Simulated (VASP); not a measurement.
# Sn5PbSe6 (P4/mmm) in VASP: single point with PBE

Aim: the single point of Sn5PbSe6 with PBE.

Everything below comes from runs of VASP 6.6.1. Logs are shortened: lines on timing, memory, paths and dates and some standing lists are left out, and cuts for length are marked.

## 1. The cell of the first run

It takes space group P4/mmm (No. 123, tetragonal). The conventional cell has a = 4.304 Å, b = 4.304 Å, c = 18.265 Å, α = 90.00°, β = 90.00°, γ = 90.00°. Sn (site symmetry 4mm) has 6 Se at 3.00 to 3.04 Å within 4.0 Å. Within 4.0 Å of Sn (site symmetry 4mm) lie 6 Se at 3.03 to 3.07 Å. Sn (site symmetry 4/mmm) has 6 Se at 3.04 Å within 4.0 Å. Pb (site symmetry 4/mmm) has 6 Se at 3.04 to 3.10 Å within 4.0 Å. Within 4.0 Å of Se (site symmetry 4mm) lie 5 Sn at 3.00 to 3.04 Å and 1 Pb at 3.10 Å. Within 4.0 Å of Se (site symmetry 4/mmm) lie 4 Pb at 3.04 Å and 2 Sn at 3.07 Å. Within 4.0 Å of Se (site symmetry 4mm) lie 6 Sn at 3.03 to 3.04 Å. Se (site symmetry 4/mmm) has 6 Sn at 3.03 to 3.04 Å within 4.0 Å.

## 2. Single point, PBE

INCAR reads:

```
PREC = Accurate
ENCUT = 520
EDIFF = 1E-6
ISMEAR = 0
SIGMA = 0.1
LREAL = False
LASPH = True
NELM = 80
ALGO = Normal
ISIF = 2
LWAVE = False
LCHARG = False
GGA = PE
NBANDS = 72
```

KPOINTS reads:

```
Automatic mesh
0
Gamma
  4 4 1
```

POSCAR reads:

```
Sn5PbSe6
1.0
    4.3042221000      0.0000000000      0.0000000000
    0.0000000000      4.3042221000      0.0000000000
    0.0000000000      0.0000000000     18.2654226000
Sn Pb Se
5 1 6
Direct
    0.0000000000      0.0000000000      0.6657180000
    0.5000000000      0.5000000000      0.8320120000
    0.5000000000      0.5000000000      0.1679880000
    0.0000000000      0.0000000000      0.3342820000
    0.5000000000      0.5000000000      0.5000000000
    0.0000000000      0.0000000000      0.0000000000
    0.0000000000      0.0000000000      0.8300820000
    0.5000000000      0.5000000000      0.0000000000
    0.0000000000      0.0000000000      0.1699180000
    0.5000000000      0.5000000000      0.3337670000
    0.0000000000      0.0000000000      0.5000000000
    0.5000000000      0.5000000000      0.6662330000
```

Potentials or basis: VASP PAW PBE potentials, release 64 (Sn_d, Pb_d, Se).

Run with:

```console
$ cat potpaw_PBE.64/Sn_d/POTCAR potpaw_PBE.64/Pb_d/POTCAR potpaw_PBE.64/Se/POTCAR > POTCAR
$ mpirun -np 1 vasp_std > vasp.out
```

OUTCAR:

```text
PREC = Accurate
   ENCUT = 520
   EDIFF = 1E-6
   ISMEAR = 0
   LREAL = False
   LASPH = True
   NELM = 80
   ISIF = 2
   GGA = PE

 ion  position               nearest neighbor table
   1  0.000  0.000  0.666-   7 3.00  11 3.03  12 3.04  12 3.04  12 3.04  12 3.04
   2  0.500  0.500  0.832-  12 3.03   7 3.04   7 3.04   7 3.04   7 3.04   8 3.07
   3  0.500  0.500  0.168-  10 3.03   9 3.04   9 3.04   9 3.04   9 3.04   8 3.07
   4  0.000  0.000  0.334-   9 3.00  11 3.03  10 3.04  10 3.04  10 3.04  10 3.04
   5  0.500  0.500  0.500-  10 3.04  12 3.04  11 3.04  11 3.04  11 3.04  11 3.04
   6  0.000  0.000  0.000-   8 3.04   8 3.04   8 3.04   8 3.04   9 3.10   7 3.10
   7  0.000  0.000  0.830-   1 3.00   2 3.04   2 3.04   2 3.04   2 3.04   6 3.10
   8  0.500  0.500  0.000-   6 3.04   6 3.04   6 3.04   6 3.04   2 3.07   3 3.07
   9  0.000  0.000  0.170-   4 3.00   3 3.04   3 3.04   3 3.04   3 3.04   6 3.10
  10  0.500  0.500  0.334-   3 3.03   5 3.04   4 3.04   4 3.04   4 3.04   4 3.04
  11  0.000  0.000  0.500-   1 3.03   4 3.03   5 3.04   5 3.04   5 3.04   5 3.04
  12  0.500  0.500  0.666-   2 3.03   5 3.04   1 3.04   1 3.04   1 3.04   1 3.04

  LATTYP: Found a simple tetragonal cell.
 ALAT       =     4.3042221000
 C/A-ratio  =     4.2436059701

  Lattice vectors:

 A1 = (   4.3042221000,   0.0000000000,   0.0000000000)
 A2 = (   0.0000000000,   4.3042221000,   0.0000000000)
 A3 = (   0.0000000000,   0.0000000000,  18.2654226000)

Analysis of symmetry for initial positions (statically):
=====================================================================
 Subroutine PRICEL returns:
 Original cell was already a primitive cell.

 Routine SETGRP: Setting up the symmetry group for a
 simple tetragonal supercell.

 Subroutine GETGRP returns: Found 16 space group operations
 (whereof 16 operations were pure point group operations)
 out of a pool of 16 trial point group operations.

The static configuration has the point symmetry D_4h.

Analysis of symmetry for dynamics (positions and initial velocities):
=====================================================================
 Subroutine PRICEL returns:
 Original cell was already a primitive cell.

 Routine SETGRP: Setting up the symmetry group for a
 simple tetragonal supercell.

 Subroutine GETGRP returns: Found 16 space group operations
 (whereof 16 operations were pure point group operations)
 out of a pool of 16 trial point group operations.

The dynamic configuration has the point symmetry D_4h.

 Subroutine INISYM returns: Found 16 space group operations
 (whereof 16 operations are pure point group operations),
 and found     1 'primitive' translations

----------------------------------------------------------------------------------------

                                     Primitive cell

  volume of cell :     338.3912

  direct lattice vectors                    reciprocal lattice vectors
     4.304222100  0.000000000  0.000000000     0.232330018  0.000000000  0.000000000
     0.000000000  4.304222100  0.000000000     0.000000000  0.232330018  0.000000000
     0.000000000  0.000000000 18.265422600     0.000000000  0.000000000  0.054748254

  length of vectors
     4.304222100  4.304222100 18.265422600     0.232330018  0.232330018  0.054748254

  position of ions in fractional coordinates (direct lattice)
     0.000000000  0.000000000  0.665718000
     0.500000000  0.500000000  0.832012000
     0.500000000  0.500000000  0.167988000
     0.000000000  0.000000000  0.334282000
     0.500000000  0.500000000  0.500000000
     0.000000000  0.000000000  0.000000000
     0.000000000  0.000000000  0.830082000
     0.500000000  0.500000000  0.000000000
     0.000000000  0.000000000  0.169918000
     0.500000000  0.500000000  0.333767000
     0.000000000  0.000000000  0.500000000
     0.500000000  0.500000000  0.666233000

  ion indices of the primitive-cell ions
   primitive index   ion index
                 1           1
                 2           2
                 3           3
                 4           4
                 5           5
                 6           6
                 7           7
                 8           8
                 9           9
                10          10
                11          11
                12          12

----------------------------------------------------------------------------------------

 KPOINTS: Automatic mesh

Automatic generation of k-mesh.
 Grid dimensions read from file:
 generate k-points for:    4    4    1

 Generating k-lattice:

  Cartesian coordinates                     Fractional coordinates (reciprocal lattice)
     0.058082505  0.000000000  0.000000000     0.250000000  0.000000000  0.000000000
     0.000000000  0.058082505  0.000000000     0.000000000  0.250000000  0.000000000
     0.000000000  0.000000000  0.054748254     0.000000000  0.000000000  1.000000000

  Length of vectors
     0.058082505  0.058082505  0.054748254

  Shift w.r.t. Gamma in fractional coordinates (k-lattice)
     0.000000000  0.000000000  0.000000000

 Subroutine IBZKPT returns following result:
 ===========================================

 Found      6 irreducible k-points:

 Following reciprocal coordinates:
            Coordinates               Weight
  0.000000  0.000000  0.000000      1.000000
  0.250000  0.000000  0.000000      4.000000
  0.500000  0.000000  0.000000      2.000000
  0.250000  0.250000  0.000000      4.000000
  0.500000  0.250000  0.000000      4.000000
  0.500000  0.500000  0.000000      1.000000
   k-points           NKPTS =      6   k-points in BZ     NKDIM =      6   number of bands    NBANDS=     72
   number of dos      NEDOS =    301   number of ions     NIONS =     12
   total plane-waves  NPLWV = 143360
   dimension x,y,z NGX =    32 NGY =   32 NGZ =  140
   dimension x,y,z NGXF=    64 NGYF=   64 NGZF=  280
   ions per type =               5   1   6
   NGX,Y,Z   is equivalent  to a cutoff of  12.36, 12.36, 12.74 a.u.
   NGXF,Y,Z  is equivalent  to a cutoff of  24.72, 24.72, 25.48 a.u.
 SYSTEM =  unknown system
   PREC   = accura    normal or accurate (medium, high low for compatibility)
   ISTART =      0    job   : 0-new  1-cont  2-samecut
   ICHARG =      2    charge: 1-file 2-atom 10-const
   ISPIN  =      1    spin polarized calculation?
   LNONCOLLINEAR =      F non collinear calculations
   LSORBIT =      F    spin-orbit coupling
   LASPH  =      T    aspherical Exc in radial PAW
   ENCUT  =  520.0 eV  38.22 Ry    6.18 a.u.   8.00  8.00 33.96*2*pi/ulx,y,z
   NELM   =     80;   NELMIN=  2; NELMDL= -5     # of ELM steps
   EDIFF  = 0.1E-05   stopping-criterion for ELM
   LREAL  =      F    real-space projection
   EDIFFG = 0.1E-04   stopping-criterion for IOM
   NSW    =      0    number of steps for IOM
   IBRION =     -1    ionic relax: 0-MD 1-quasi-New 2-CG
   NFREE  =      0    steps in history (QN), initial steepest desc. (CG)
   ISIF   =      2    stress and relaxation
   ISYM   =      2    0-nonsym 1-usesym 2-fastsym
   POTIM  = 0.5000    time-step for ionic-motion
   TEBEG  =    0.0;   TEEND  =   0.0 temperature during run
   PSTRESS=    0.0 pullay stress
   NELECT =     120.0000    total number of electrons
   NUPDOWN=      -1.0000    fix difference up-down
   EMIN   =  10.00;   EMAX   =-10.00  energy-range for DOS
   EFERMI =   0.00;   METHOD = LEGACY
   ISMEAR =     0;   SIGMA  =   0.10  broadening in eV -4-tet -1-fermi 0-gaus
   EFERMI_NEDOS =   21; number of points for ismear=-14 and -15
   IALGO  =     38    algorithm
   IMIX   =      4    mixing-type and parameters
     AMIX     =   0.40;   BMIX     =  1.00
     AMIX_MAG =   1.60;   BMIX_MAG =  1.00
  volume/ion in A,a.u.               =      28.20       190.30
  Fermi-wavevector in a.u.,A,eV,Ry     =   1.158765  2.189749 18.269053  1.342737
  Thomas-Fermi vector in A             =   2.295365
   LORBIT       =      0    0 simple, 1 ext, 2 COOP (PROOUT), +10 PAW based schemes
   GGA     = PE    functional components
   LHFCALC =     F    Hartree Fock is set to
   AEXX    =    0.0000 exact exchange contribution
   IVDW    =     0    specifies the selected vdW correction
   LEPSILON=     F    determine dielectric tensor
   LRPA    =     F    only Hartree local field effects (RPA)
 non-spin polarized calculation
 Gauss-broadening in eV      SIGMA  =   0.10
  energy-cutoff  :      520.00
  volume of cell :      338.39
 maximum number of plane-waves:      9168
   NGX = 17   NGY = 17   NGZ = 67

 number of electron     120.0000051 magnetization

 Free energy of the ion-electron system (eV)
  ---------------------------------------------------
  ext. energy  EPLUGINS =         0.00000000
  ---------------------------------------------------
  free energy    TOTEN  =       -49.40468202 eV

  energy without entropy =      -49.40455929  energy(sigma->0) =      -49.40462065

 E-fermi :   5.4093     XC(G=0):  -9.4730

 val. band max:        5.1817889391   @ k =   0.5000   0.0000   0.0000
 cond. band min:       5.6402972506   @ k =   0.5000   0.0000   0.0000
 fundamental gap:      0.4585083116
 Fermi energy:         5.4093155025

 k-point     1 :       0.0000    0.0000    0.0000
  band No.  band energies     occupation
      1     -16.3697      2.00000
      2     -16.3618      2.00000
      3     -16.3606      2.00000
      4     -16.3605      2.00000
      5     -16.3605      2.00000
      6     -16.3513      2.00000
[... 64 lines left out ...]
     71       9.4272      0.00000
     72       9.5334      0.00000

 k-point     2 :       0.2500    0.0000    0.0000
  band No.  band energies     occupation
      1     -16.3661      2.00000
      2     -16.3641      2.00000
      3     -16.3572      2.00000
      4     -16.3569      2.00000
      5     -16.3561      2.00000
      6     -16.3547      2.00000
[... 292 lines left out ...]
 k-point     6 :       0.5000    0.5000    0.0000
  band No.  band energies     occupation
      1     -16.3812      2.00000
      2     -16.3713      2.00000
      3     -16.3712      2.00000
      4     -16.3586      2.00000
      5     -16.3526      2.00000
      6     -16.3526      2.00000
[... 64 lines left out ...]
     71      10.4231      0.00000
     72      10.4452      0.00000

------------------------ aborting loop because EDIFF is reached ----------------------------------------

  FORCE on cell =-STRESS in cart. coord.  units (eV):
  Direction    XX          YY          ZZ          XY          YZ          ZX
  --------------------------------------------------------------------------------------
  -------------------------------------------------------------------------------------
  Total        1.6201778      1.6201778     -3.7645445      0.0000000      0.0000000      0.0000000
  in kB        7.6710388      7.6710388    -17.8239499      0.0000000      0.0000000      0.0000000
  external PRESSURE =      -0.8272907 kB  Pullay stress =       0.0000000 kB

 VOLUME and BASIS-vectors are now :
 -----------------------------------------------------------------------------
  energy-cutoff  :      520.00
  volume of cell :      338.39
      direct lattice vectors                 reciprocal lattice vectors
     4.304222100  0.000000000  0.000000000     0.232330018  0.000000000  0.000000000
     0.000000000  4.304222100  0.000000000     0.000000000  0.232330018  0.000000000
     0.000000000  0.000000000 18.265422600     0.000000000  0.000000000  0.054748254

 POSITION                                       TOTAL-FORCE (eV/Angst)
 -----------------------------------------------------------------------------------
      0.00000      0.00000     12.15962         0.000000     -0.000000      0.018478
      2.15211      2.15211     15.19705        -0.000000      0.000000     -0.003482
      2.15211      2.15211      3.06837        -0.000000      0.000000      0.003482
      0.00000      0.00000      6.10580        -0.000000     -0.000000     -0.018478
      2.15211      2.15211      9.13271        -0.000000     -0.000000      0.000000
      0.00000      0.00000      0.00000        -0.000000     -0.000000      0.000000
      0.00000      0.00000     15.16180         0.000000     -0.000000     -0.047346
      2.15211      2.15211      0.00000        -0.000000     -0.000000      0.000000
      0.00000      0.00000      3.10362        -0.000000     -0.000000      0.047346
      2.15211      2.15211      6.09640        -0.000000     -0.000000     -0.004945
      0.00000      0.00000      9.13271        -0.000000     -0.000000      0.000000
      2.15211      2.15211     12.16903        -0.000000     -0.000000      0.004945
 -----------------------------------------------------------------------------------
    total drift:                                0.000000     -0.000000      0.000000

  FREE ENERGIE OF THE ION-ELECTRON SYSTEM (eV)
  ---------------------------------------------------
  free  energy   TOTEN  =       -49.4046820206 eV

  energy  without entropy=      -49.4045592856  energy(sigma->0) =      -49.40462065
```

Run time: 88 s. Hardware: 1 thread of Intel Xeon 6975P-C (Granite Rapids), shared host; peak memory 0.44 GiB.

Results:

```yaml
Free_energy: -49.4047 eV
Pressure: -0.1 GPa
Largest_force: 0.047 eV/Å
Band_gap_on_the_k_mesh: 0.46 eV
```

Forces on the atoms (eV/Å):
```
Sn   0.000  0.000  0.018
Sn   0.000  0.000 -0.003
Sn   0.000  0.000  0.003
Sn   0.000  0.000 -0.018
Sn   0.000  0.000  0.000
Pb   0.000  0.000  0.000
Se   0.000  0.000 -0.047
Se   0.000  0.000  0.000
Se   0.000  0.000  0.047
Se   0.000  0.000 -0.005
Se   0.000  0.000  0.000
Se   0.000  0.000  0.005
```

Stress tensor (GPa, compression positive):
```
 0.77  0.00  0.00
 0.00  0.77  0.00
 0.00  0.00 -1.78
```

Caveat: spin-orbit coupling is left out, which moves the levels of the heavy elements; an odd mesh through Γ misses points on the zone boundary, where band edges can lie.
